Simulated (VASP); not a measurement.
A run of VASP 6.6.1:

Contents of INCAR:

```
SYSTEM = BeS
  ALGO = Normal
  EDIFF = 1E-6
  ENCUT = 600
  GGA = PE
  GGA_COMPAT = .False.
  ISIF = 2
  ISMEAR = 0
  LASPH = .True.
  LCHARG = .False.
  LREAL = .False.
  LWAVE = .False.
  NBANDS = 11
  NELM = 120
  PREC = Accurate
  SIGMA = 0.02
```

Contents of KPOINTS:

```
k-points
0
Gamma
  8 8 8
  0 0 0
```

Contents of POSCAR:

```
BeS
1.0
    0.0000000000      2.3363581202      2.3363581202
    2.3363581202      0.0000000000      2.3363581202
    2.3363581202      2.3363581202      0.0000000000
Be S
1 1
Direct
    0.5000000000      0.5000000000      0.5000000000
    0.2500000000      0.2500000000      0.2500000000
```

Potentials or basis: VASP PAW PBE potentials, release 64 (Be, S).

Run with:

```console
$ cat potpaw_PBE.64/Be/POTCAR potpaw_PBE.64/S/POTCAR > POTCAR
$ mpirun -np 1 vasp_std > vasp.out
```

Hardware: 1 thread of Intel(R) Xeon(R) Platinum 8259CL CPU @ 2.50GHz (Skylake/Cascade Lake), on a shared host.

Problem. How long does it take, and how much memory?

Solution. Run time: 12 s on 1 thread of Intel(R) Xeon(R) Platinum 8259CL CPU @ 2.50GHz (Skylake/Cascade Lake), with other jobs on the host, peak memory 0.15 GiB. Counts: scf iterations 12, k points 29.
